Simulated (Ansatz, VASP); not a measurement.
## Two plane-wave programs on Rh

```
Rh
1.0
     0.00000    2.73160    2.73160
     2.73160    0.00000    2.73160
     2.73160    2.73160    0.00000
Rh
2
Direct
  0.12500 0.12500 0.12500
  0.87500 0.87500 0.87500
```

Alike in both runs: task single point; functional LDA; k mesh 11 × 11 × 11; occupations fermi-dirac, width 0.1 eV; no spin polarisation.

|  | VASP | Ansatz |
| --- | --- | --- |
| version | VASP 6.6.1 | Ansatz 0.2.0 |
| potentials or method | VASP PAW LDA potentials, release 64 (Rh_pv), cutoff 520 eV | plane waves (420 eV) with PAW, scalar-relativistic |
| valence electrons in the cell | 30 | 34 |

|  | VASP | Ansatz | Ansatz less VASP |
| --- | --- | --- | --- |
| pressure (GPa) | -5.2 | -5.8 | -0.58 |

Ansatz warns that its potentials were made for another functional, while VASP's fit it. LDA's correlation is that of Perdew and Zunger in VASP and of Perdew and Wang (1992) in Ansatz. VASP's potentials hold 30 valence electrons a cell and Ansatz's 34, so a difference there can come from the potentials and not from the codes.
